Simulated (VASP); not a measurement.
Write the native input for VASP 6.6.1 that does the following.

```yaml
Task: single point
Functional: PBEsol
Potentials_or_basis: VASP PAW PBE potentials, release 64 (O_h, C_h, S, H_h)
Cutoff: 1000 eV
k_mesh: 1 × 1 × 1
Occupations: fermi-dirac, width 0.02 eV
Spin: no spin polarisation
Dipole_correction: no
Further_INCAR_settings: LREAL = Auto; ALGO = Normal; EDIFF = 1e-06; NBANDS = 63
```

The structure of H2CSO lies in POSCAR:

```
H2CSO
1.0
    7.9817290000      0.0000000000      0.0000000000
    0.0000000000      7.9817290000      0.0000000000
    0.0000000000      0.0000000000      7.9817290000
O C S H
5 5 5 10
Direct
    0.7925350510      0.2693777251      0.2263795225
    0.5866899265      0.0152347944      0.5932173342
    0.3002357008      0.7768993410      0.4458432503
   -0.0443011784      0.3044202578      0.7326983915
    0.2582022016      1.0313554870      0.8253349619
    0.8183565240      0.4072551198      0.2614846984
    0.5854495937      0.1600906270      0.5697888265
    0.3620644099      0.8079076601      0.3175878309
    0.0771512037      0.3700200796      0.7822991735
    0.1299593108      0.9628490268      0.8043745910
    0.8576086710      0.5947082393      0.2984065232
    0.5656042695      0.3590450139      0.5531758846
    0.4290423792      0.8665415726      0.1421747093
    0.2362395416      0.4789814337      0.8392793090
   -0.0270993916      0.8581849872      0.7698081456
   -0.1148372740      0.9282199383      0.3798299842
   -0.1172928823      1.0034793213      0.4389399841
    0.0450403666     -0.1161778357      0.1942436282
   -0.0130924014     -0.0611521639      0.1496668203
    0.3343636448      0.4353442719      0.2345857646
    0.2814553087      0.4324626907      0.3082915995
    0.5240969720      0.7405788896      0.7058119864
    0.5480516815      0.6594310581      0.7560391990
    0.6991467638      0.4924246363      0.8955202563
    0.7421950808      0.5667944878      0.9319033508
```

These files were run (other wordings do the same):

INCAR

```
SYSTEM = H2CSO
ALGO = Normal
EDIFF = 1E-6
ENCUT = 1000
GGA = PS
GGA_COMPAT = .False.
ISIF = 2
ISMEAR = -1
LASPH = .True.
LCHARG = .True.
LELF = .True.
LREAL = Auto
LVHAR = .True.
LWAVE = .False.
NBANDS = 63
NELM = 120
PREC = Accurate
SIGMA = 0.02
```

KPOINTS

```
k-points
0
Gamma
  1 1 1
  0 0 0
```

Potentials or basis: VASP PAW PBE potentials, release 64 (O_h, C_h, S, H_h).

Command:

```console
$ cat potpaw_PBE.64/O_h/POTCAR potpaw_PBE.64/C_h/POTCAR potpaw_PBE.64/S/POTCAR potpaw_PBE.64/H_h/POTCAR > POTCAR
$ mpirun -np 1 vasp_gam > vasp.out
```

It gave:

```
Pressure      : 0.1 GPa
Largest force : 2.151 eV/Å
```

Caveat: the k points lie up to 0.79 Å⁻¹ apart; the atoms stand as in a frame of molecular dynamics; the PAW data sets were made with another functional, which shifts forces and pressure a little.

Run time: 3 min on 1 thread of AMD EPYC 7R13 Processor (Zen 3), on a shared host, peak memory 1 GiB.
